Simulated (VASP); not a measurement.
# C in VASP: further runs

C is run at these levels: PBEsol; tasks: single point.

Program: VASP 6.6.1. These are calculated values, not measurements. Logs are shortened: lines on timing, memory, paths and dates and some standing lists are left out, and cuts for length are marked.

**1. The cell of the first run**

The cell holds a slab with vacuum, 18 atoms: a = 2.513 Å, b = 3.554 Å, c = 25.052 Å, α = 90.00°, β = 90.00°, γ = 90.00°.

**2. Single point, PBEsol**

INCAR reads:

```
PREC = Accurate ; ENCUT = 520
EDIFF = 1E-6 ; ISMEAR = 0
SIGMA = 0.05 ; LREAL = Auto
LASPH = T ; NELM = 100
ALGO = Normal ; ISIF = 2
LWAVE = F ; LCHARG = F
LDIPOL = T ; IDIPOL = 3
DIPOL = 0.5 0.5 0.500 ; GGA = PS
NBANDS = 51
```

KPOINTS reads:

```
Automatic mesh
0
Gamma
  11 8 1
```

POSCAR reads:

```
C
1.0
    2.5129226041      0.0000000000      0.0000000000
    0.0000000000      3.5538092279      0.0000000000
    0.0000000000      0.0000000000     25.0516904164
C
18
Direct
    0.5000000000      0.0000000000      0.2993809949
    0.0000000000      0.2500000000      0.2993809949
    0.0000000000      0.5000000000      0.3495357462
    0.5000000000      0.7500000000      0.3495357462
    0.5000000000      0.0000000000      0.3996904974
    0.0000000000      0.2500000000      0.3996904974
    0.0000000000      0.5000000000      0.4498452487
    0.5000000000      0.7500000000      0.4498452487
    0.5000000000      0.0000000000      0.5000000000
    0.0000000000      0.2500000000      0.5000000000
    0.0000000000      0.5000000000      0.5501547513
    0.5000000000      0.7500000000      0.5501547513
    0.5000000000      0.0000000000      0.6003095026
    0.0000000000      0.2500000000      0.6003095026
    0.0000000000      0.5000000000      0.6504642538
    0.5000000000      0.7500000000      0.6504642538
    0.5000000000      0.0000000000      0.7006190051
    0.0000000000      0.2500000000      0.7006190051
```

Potentials or basis: VASP PAW PBE potentials, release 64 (C).

Command:

```console
cat potpaw_PBE.64/C/POTCAR > POTCAR
mpirun -np 1 vasp_std > vasp.out
```

OUTCAR:

```text
PREC = Accurate
   ENCUT = 520
   EDIFF = 1E-6
   ISMEAR = 0
   LREAL = Auto
   LASPH = T
   NELM = 100
   ISIF = 2
   GGA = PS

 ion  position               nearest neighbor table
   1  0.500  0.000  0.299-   2 1.54   2 1.54   4 1.54
   2  0.000  0.250  0.299-   1 1.54   1 1.54   3 1.54
   3  0.000  0.500  0.350-   6 1.54   4 1.54   4 1.54   2 1.54
   4  0.500  0.750  0.350-   5 1.54   3 1.54   3 1.54   1 1.54
   5  0.500  0.000  0.400-   4 1.54   6 1.54   6 1.54   8 1.54
   6  0.000  0.250  0.400-   3 1.54   5 1.54   5 1.54   7 1.54
   7  0.000  0.500  0.450-   8 1.54   8 1.54  10 1.54   6 1.54
   8  0.500  0.750  0.450-   7 1.54   7 1.54   9 1.54   5 1.54
   9  0.500  0.000  0.500-  10 1.54  10 1.54  12 1.54   8 1.54
  10  0.000  0.250  0.500-   9 1.54   9 1.54  11 1.54   7 1.54
  11  0.000  0.500  0.550-  12 1.54  12 1.54  14 1.54  10 1.54
  12  0.500  0.750  0.550-  11 1.54  11 1.54  13 1.54   9 1.54
  13  0.500  0.000  0.600-  16 1.54  14 1.54  14 1.54  12 1.54
  14  0.000  0.250  0.600-  15 1.54  13 1.54  13 1.54  11 1.54
  15  0.000  0.500  0.650-  14 1.54  16 1.54  16 1.54  18 1.54
  16  0.500  0.750  0.650-  13 1.54  15 1.54  15 1.54  17 1.54
  17  0.500  0.000  0.701-  18 1.54  18 1.54  16 1.54
  18  0.000  0.250  0.701-  17 1.54  17 1.54  15 1.54

  LATTYP: Found a simple orthorhombic cell.
 ALAT       =     2.5129226041
 B/A-ratio  =     1.4142135624
 C/A-ratio  =     9.9691452397

  Lattice vectors:

 A1 = (   2.5129226041,   0.0000000000,   0.0000000000)
 A2 = (   0.0000000000,   3.5538092279,   0.0000000000)
 A3 = (   0.0000000000,   0.0000000000,  25.0516904164)

Analysis of symmetry for initial positions (statically):
=====================================================================
 Subroutine PRICEL returns:
 Original cell was already a primitive cell.

 Routine SETGRP: Setting up the symmetry group for a
 simple orthorhombic supercell.

 Subroutine GETGRP returns: Found  8 space group operations
 (whereof  4 operations were pure point group operations)
 out of a pool of  8 trial point group operations.

The static configuration has the point symmetry C_2v.
 The point group associated with its full space group is D_2h.

Analysis of symmetry for dynamics (positions and initial velocities):
=====================================================================
 Subroutine PRICEL returns:
 Original cell was already a primitive cell.

 Routine SETGRP: Setting up the symmetry group for a
 simple orthorhombic supercell.

 Subroutine GETGRP returns: Found  8 space group operations
 (whereof  4 operations were pure point group operations)
 out of a pool of  8 trial point group operations.

The dynamic configuration has the point symmetry C_2v.
 The point group associated with its full space group is D_2h.

 Subroutine INISYM returns: Found  8 space group operations
 (whereof  4 operations are pure point group operations),
 and found     1 'primitive' translations

----------------------------------------------------------------------------------------

                                     Primitive cell

  volume of cell :     223.7228

  direct lattice vectors                    reciprocal lattice vectors
     2.512922604  0.000000000  0.000000000     0.397943016  0.000000000  0.000000000
     0.000000000  3.553809228  0.000000000     0.000000000  0.281388205  0.000000000
     0.000000000  0.000000000 25.051690416     0.000000000  0.000000000  0.039917466

  length of vectors
     2.512922604  3.553809228 25.051690416     0.397943016  0.281388205  0.039917466

  position of ions in fractional coordinates (direct lattice)
     0.500000000  0.000000000  0.299380995
     0.000000000  0.250000000  0.299380995
     0.000000000  0.500000000  0.349535746
     0.500000000  0.750000000  0.349535746
     0.500000000  0.000000000  0.399690497
     0.000000000  0.250000000  0.399690497
[... 10 lines left out ...]
     0.500000000  0.000000000  0.700619005
     0.000000000  0.250000000  0.700619005

  ion indices of the primitive-cell ions
   primitive index   ion index
                 1           1
                 2           2
                 3           3
                 4           4
                 5           5
                 6           6
[... 10 lines left out ...]
                17          17
                18          18

----------------------------------------------------------------------------------------

 KPOINTS: Automatic mesh

Automatic generation of k-mesh.
 Grid dimensions read from file:
 generate k-points for:   11    8    1

 Generating k-lattice:

  Cartesian coordinates                     Fractional coordinates (reciprocal lattice)
     0.036176638  0.000000000  0.000000000     0.090909091  0.000000000  0.000000000
     0.000000000  0.035173526  0.000000000     0.000000000  0.125000000  0.000000000
     0.000000000  0.000000000  0.039917466     0.000000000  0.000000000  1.000000000

  Length of vectors
     0.036176638  0.035173526  0.039917466

  Shift w.r.t. Gamma in fractional coordinates (k-lattice)
     0.000000000  0.000000000  0.000000000

 Subroutine IBZKPT returns following result:
 ===========================================

 Found     30 irreducible k-points:

 Following reciprocal coordinates:
            Coordinates               Weight
  0.000000  0.000000  0.000000      1.000000
  0.090909  0.000000  0.000000      2.000000
  0.181818  0.000000  0.000000      2.000000
  0.272727  0.000000  0.000000      2.000000
  0.363636  0.000000  0.000000      2.000000
  0.454545  0.000000  0.000000      2.000000
[... 16 lines left out ...]
  0.363636  0.375000  0.000000      4.000000
  0.454545  0.375000  0.000000      4.000000
 [... further k-points ...]
   k-points           NKPTS =     30   k-points in BZ     NKDIM =     30   number of bands    NBANDS=     51
   number of dos      NEDOS =    301   number of ions     NIONS =     18
   total plane-waves  NPLWV = 107520
   dimension x,y,z NGX =    20 NGY =   28 NGZ =  192
   dimension x,y,z NGXF=    40 NGYF=   56 NGZF=  384
   ions per type =              18
   NGX,Y,Z   is equivalent  to a cutoff of  13.23, 13.10, 12.74 a.u.
   NGXF,Y,Z  is equivalent  to a cutoff of  26.46, 26.20, 25.48 a.u.
 SYSTEM =  unknown system
   PREC   = accura    normal or accurate (medium, high low for compatibility)
   ISTART =      0    job   : 0-new  1-cont  2-samecut
   ICHARG =      2    charge: 1-file 2-atom 10-const
   ISPIN  =      1    spin polarized calculation?
   LNONCOLLINEAR =      F non collinear calculations
   LSORBIT =      F    spin-orbit coupling
   LASPH  =      T    aspherical Exc in radial PAW
   ENCUT  =  520.0 eV  38.22 Ry    6.18 a.u.   4.67  6.61 46.58*2*pi/ulx,y,z
   NELM   =    100;   NELMIN=  2; NELMDL= -5     # of ELM steps
   EDIFF  = 0.1E-05   stopping-criterion for ELM
   LREAL  =      T    real-space projection
   EDIFFG = 0.1E-04   stopping-criterion for IOM
   NSW    =      0    number of steps for IOM
   IBRION =     -1    ionic relax: 0-MD 1-quasi-New 2-CG
   NFREE  =      0    steps in history (QN), initial steepest desc. (CG)
   ISIF   =      2    stress and relaxation
   ISYM   =      2    0-nonsym 1-usesym 2-fastsym
   POTIM  = 0.5000    time-step for ionic-motion
   TEBEG  =    0.0;   TEEND  =   0.0 temperature during run
   PSTRESS=    0.0 pullay stress
   NELECT =      72.0000    total number of electrons
   NUPDOWN=      -1.0000    fix difference up-down
   EMIN   =  10.00;   EMAX   =-10.00  energy-range for DOS
   EFERMI =   0.00;   METHOD = LEGACY
   ISMEAR =     0;   SIGMA  =   0.05  broadening in eV -4-tet -1-fermi 0-gaus
   EFERMI_NEDOS =   21; number of points for ismear=-14 and -15
   IALGO  =     38    algorithm
   IMIX   =      4    mixing-type and parameters
     AMIX     =   0.40;   BMIX     =  1.00
     AMIX_MAG =   1.60;   BMIX_MAG =  1.00
  volume/ion in A,a.u.               =      12.43        83.88
  Fermi-wavevector in a.u.,A,eV,Ry     =   1.121886  2.120058 17.124691  1.258629
  Thomas-Fermi vector in A             =   2.258543
   LORBIT       =      0    0 simple, 1 ext, 2 COOP (PROOUT), +10 PAW based schemes
   GGA     = PS    functional components
   LHFCALC =     F    Hartree Fock is set to
   AEXX    =    0.0000 exact exchange contribution
   IVDW    =     0    specifies the selected vdW correction
   LEPSILON=     F    determine dielectric tensor
   LRPA    =     F    only Hartree local field effects (RPA)
 non-spin polarized calculation
 Gauss-broadening in eV      SIGMA  =   0.05
  energy-cutoff  :      520.00
  volume of cell :      223.72
 maximum number of plane-waves:      6069
 NGX is ok and might be reduce to    20
   NGX =  9   NGY = 13   NGZ = 93

 dipolmoment           0.000000      0.000000     -0.000000 electrons x Angstroem

 number of electron      72.0000005 magnetization

 dipolmoment           0.000000      0.000000      0.000000 electrons x Angstroem

 Free energy of the ion-electron system (eV)
  ---------------------------------------------------
  ext. energy  EPLUGINS =         0.00000000
  ---------------------------------------------------
  free energy    TOTEN  =      -165.29750752 eV

  energy without entropy =     -165.29363850  energy(sigma->0) =     -165.29557301

 E-fermi :   1.3486     XC(G=0):  -6.9077

 val. band max:        1.3295523778   @ k =   0.4545   0.5000   0.0000
 cond. band min:       1.3613893546   @ k =   0.4545   0.0000   0.0000
 fundamental gap:      0.0318369768
 Fermi energy:         1.3486410242

 k-point     1 :       0.0000    0.0000    0.0000
  band No.  band energies     occupation
      1     -20.7238      2.00000
      2     -19.9285      2.00000
      3     -18.8060      2.00000
      4     -17.3714      2.00000
      5     -15.6713      2.00000
      6     -13.8576      2.00000
[... 40 lines left out ...]
     47       7.2894      0.00000
     48       7.4271      0.00000

 k-point     2 :       0.0909    0.0000    0.0000
  band No.  band energies     occupation
      1     -20.5699      2.00000
      2     -19.7755      2.00000
      3     -18.6545      2.00000
      4     -17.2220      2.00000
      5     -15.5250      2.00000
      6     -13.7159      2.00000
[... 40 lines left out ...]
     47       7.7485      0.00000
     48       7.9546      0.00000

 k-point     3 :       0.1818    0.0000    0.0000
  band No.  band energies     occupation
      1     -20.1097      2.00000
      2     -19.3181      2.00000
      3     -18.2015      2.00000
      4     -16.7754      2.00000
      5     -15.0874      2.00000
      6     -13.2919      2.00000
[... 40 lines left out ...]
     47       8.8087      0.00000
     48       8.9788      0.00000

 k-point     4 :       0.2727    0.0000    0.0000
  band No.  band energies     occupation
      1     -19.3479      2.00000
      2     -18.5611      2.00000
      3     -17.4521      2.00000
      4     -16.0366      2.00000
      5     -14.3635      2.00000
      6     -12.5900      2.00000
[... 958 lines left out ...]
     47       9.6382      0.00000
     48       9.9121      0.00000

 k-point    23 :       0.3636    0.3750    0.0000
  band No.  band energies     occupation
      1     -17.0531      2.00000
      2     -16.2930      2.00000
      3     -15.2338      2.00000
      4     -15.0381      2.00000
      5     -14.3283      2.00000
      6     -13.9221      2.00000
[... 40 lines left out ...]
     47       9.6252      0.00000
     48      10.0911      0.00000

 k-point    24 :       0.4545    0.3750    0.0000
  band No.  band energies     occupation
      1     -15.8200      2.00000
      2     -15.0764      2.00000
      3     -14.7412      2.00000
      4     -14.0378      2.00000
      5     -14.0260      2.00000
      6     -13.0249      2.00000
[... 40 lines left out ...]
     47       9.9358      0.00000
     48      10.2503      0.00000

 [... further k-points ...]

 [bands above 48 left out]

------------------------ aborting loop because EDIFF is reached ----------------------------------------

 vacuum level on the upper side and lower side of the slab       (xc-potential included)        -0.246        -0.246

  FORCE on cell =-STRESS in cart. coord.  units (eV):
  Direction    XX          YY          ZZ          XY          YZ          ZX
  --------------------------------------------------------------------------------------
  -------------------------------------------------------------------------------------
  Total       -7.0819720     -3.8290203     -5.6220913      0.0000000      0.0000000      0.0000000
  in kB      -50.7171133    -27.4212967    -40.2622660      0.0000000      0.0000000      0.0000000
  external PRESSURE =     -39.4668920 kB  Pullay stress =       0.0000000 kB

 VOLUME and BASIS-vectors are now :
 -----------------------------------------------------------------------------
  energy-cutoff  :      520.00
  volume of cell :      223.72
      direct lattice vectors                 reciprocal lattice vectors
     2.512922604  0.000000000  0.000000000     0.397943016  0.000000000  0.000000000
     0.000000000  3.553809228  0.000000000     0.000000000  0.281388205  0.000000000
     0.000000000  0.000000000 25.051690416     0.000000000  0.000000000  0.039917466

 POSITION                                       TOTAL-FORCE (eV/Angst)
 -----------------------------------------------------------------------------------
      1.25646      0.00000      7.50000         0.000000      4.383468      1.142613
      0.00000      0.88845      7.50000         0.000000     -4.383468      1.142613
      0.00000      1.77690      8.75646         0.000000      1.125606     -1.144717
      1.25646      2.66536      8.75646         0.000000     -1.125606     -1.144717
      1.25646      0.00000     10.01292        -0.000000      0.388330     -0.013134
      0.00000      0.88845     10.01292         0.000000     -0.388330     -0.013134
[... 10 lines left out ...]
      1.25646      0.00000     17.55169         0.000000      4.383468     -1.142613
      0.00000      0.88845     17.55169         0.000000     -4.383468     -1.142613
 -----------------------------------------------------------------------------------
    total drift:                                0.000000     -0.000000      0.000000

  FREE ENERGIE OF THE ION-ELECTRON SYSTEM (eV)
  ---------------------------------------------------
  free  energy   TOTEN  =      -165.2975075180 eV

  energy  without entropy=     -165.2936384974  energy(sigma->0) =     -165.29557301

 vacuum level on the upper side and lower side of the slab         7.163         7.163
```

Wall time 6.3 min (1 thread of Intel Xeon 6975P-C (Granite Rapids), shared host); peak memory 0.41 GiB.

What came out:

```
Free energy            : -165.2975 eV
Largest force          : 4.530 eV/Å
Band gap on the k mesh : zero (filled and empty bands overlap)
```

Forces in eV/Å, atoms in the order of the input:
```
C    0.000  4.383  1.143
C    0.000 -4.383  1.143
C    0.000  1.126 -1.145
C    0.000 -1.126 -1.145
C    0.000  0.388 -0.013
C    0.000 -0.388 -0.013
C    0.000  0.110 -0.030
C    0.000 -0.110 -0.030
C    0.000  0.059  0.000
C    0.000 -0.059  0.000
C    0.000  0.110  0.030
C    0.000 -0.110  0.030
C    0.000  0.388  0.013
C    0.000 -0.388  0.013
C    0.000  1.126  1.145
C    0.000 -1.126  1.145
C    0.000  4.383 -1.143
C    0.000 -4.383 -1.143
```

Caveat: the PAW data sets were made with another functional, which shifts forces and pressure a little.

**3. Single point, PBEsol**

INCAR reads:

```
SYSTEM = C
PREC = Accurate
ENCUT = 520
EDIFF = 1E-6
ISMEAR = 0
SIGMA = 0.05
LREAL = Auto
LASPH = .True.
NELM = 80
ALGO = Normal
ISIF = 2
LWAVE = .False.
LCHARG = .False.
LDIPOL = .True.
IDIPOL = 3
DIPOL = 0.5 0.5 0.500
GGA = PS
NBANDS = 51
```

KPOINTS reads:

```
Automatic mesh
0
Gamma
  11 8 1
  0 0 0
```

POSCAR reads:

```
C
1.0
    2.5129226041      0.0000000000      0.0000000000
    0.0000000000      3.5538092279      0.0000000000
    0.0000000000      0.0000000000     25.0516904164
C
18
Direct
    0.5000000000      0.0294777056      0.3062515979
    0.0000000000      0.2205222944      0.3062515979
    0.0000000000      0.5097431962      0.3483900283
    0.5000000000      0.7402568038      0.3483900283
    0.5000000000      0.0008161369      0.3997880769
    0.0000000000      0.2491838631      0.3997880769
    0.0000000000      0.5004116977      0.4497705109
    0.5000000000      0.7495883023      0.4497705109
    0.5000000000      0.0001835253      0.5000000011
    0.0000000000      0.2498164747      0.5000000011
    0.0000000000      0.5004116976      0.5502294903
    0.5000000000      0.7495883024      0.5502294903
    0.5000000000      0.0008161373      0.6002119223
    0.0000000000      0.2491838627      0.6002119223
    0.0000000000      0.5097431980      0.6516099716
    0.5000000000      0.7402568020      0.6516099716
    0.5000000000      0.0294777100      0.6937484006
    0.0000000000      0.2205222900      0.6937484006
```

Potentials or basis: VASP PAW PBE potentials, release 64 (C).

Command:

```console
cat potpaw_PBE.64/C/POTCAR > POTCAR
mpirun -np 1 vasp_std > vasp.out
```

It took 5.7 min on 1 thread of Intel Xeon 6975P-C (Granite Rapids), shared host; peak memory 0.41 GiB.

The run converged. Its results:

| Quantity | Value |
| --- | --- |
| Free energy | -166.9984 eV |
| Largest force | 0.044 eV/Å |
| Band gap on the k mesh | zero (band 36 reaches 1.84 eV, above the bottom of band 37 at 1.71 eV) |

Forces in eV/Å, atoms in the order of the input:
```
C    0.000  0.000 -0.044
C    0.000  0.000 -0.044
C    0.000  0.009  0.017
C    0.000 -0.009  0.017
C    0.000 -0.005 -0.008
C    0.000  0.005 -0.008
C    0.000 -0.004  0.000
C    0.000  0.004  0.000
C    0.000 -0.004  0.000
C    0.000  0.004  0.000
C    0.000 -0.004  0.000
C    0.000  0.004  0.000
C    0.000 -0.005  0.008
C    0.000  0.005  0.008
C    0.000  0.009 -0.017
C    0.000 -0.009 -0.017
C    0.000  0.000  0.044
C    0.000  0.000  0.044
```

Levels at points of the mesh, in eV from the Fermi level:
| k point | band 32 | band 33 | band 34 | band 35 | band 36 | band 37 | band 38 | band 39 | band 40 | band 41 |
| --- | --- | --- | --- | --- | --- | --- | --- | --- | --- | --- |
| (0.00, 0.00, 0.00) | -2.15 | -1.65 | -1.11 | -0.57 | -0.14 | 2.48 | 2.94 | 3.95 | 4.49 | 4.70 |
| (0.00, 0.50, 0.00) | -3.78 | -3.64 | -3.55 | -0.52 | -0.52 | 0.55 | 0.76 | 4.49 | 4.63 | 5.80 |

Caveat: the PAW data sets were made with another functional, which shifts forces and pressure a little.
